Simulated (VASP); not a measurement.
Input of a VASP 6.6.1 run:

File POSCAR:

```
Y
1.0
    0.0000000000      2.4850000000      2.5781875000
    2.4850000000      0.0000000000      2.5781875000
    2.4850000000      2.4850000000      0.0000000000
Y
1
Direct
    0.0000000000      0.0000000000      0.0000000000
```

The input INCAR.step1:

```
ALGO = Normal
EDIFF = 1E-4
ENCUT = 520
GGA = PE
ISMEAR = 0
LASPH = True
LCHARG = False
LREAL = False
LWAVE = True
NBANDS = 12
NELM = 100
PREC = Accurate
SIGMA = 0.15
```

The input INCAR.step2:

```
ALGO = Normal
EDIFF = 1E-6
ENCUT = 520
ISIF = 2
ISMEAR = 0
ISTART = 1
LASPH = True
LCHARG = False
LMIXTAU = True
LREAL = False
LWAVE = False
METAGGA = R2SCAN
NBANDS = 12
NELM = 100
PREC = Accurate
SIGMA = 0.15
```

KPOINTS

```
k-points
0
Gamma
  16 16 16
```

Potentials or basis: VASP PAW PBE potentials, release 64 (Y_sv).

Run with:

```console
$ cat potpaw_PBE.64/Y_sv/POTCAR > POTCAR
$ cp INCAR.step1 INCAR
$ mpirun -np 1 vasp_std > vasp.out
$ cp INCAR.step2 INCAR
$ mpirun -np 1 vasp_std > vasp.out
```

**Question.** What does it give for the pressure?

**Answer.** 1.8 GPa.

**Question.** Estimate the band gap on the k mesh.

**Answer.** Zero (an odd number of electrons rules out a gap without spin polarisation).

Stress tensor (GPa, compression positive):
```
2.02 0.00 0.00
0.00 2.02 0.00
0.00 0.00 1.34
```

Caveat: the cell differs from its parent crystal (strain +0.0375 x Voigt [0, 0, 1, 0, 0, 0]); the PAW data sets were made with another functional, which shifts forces and pressure a little.
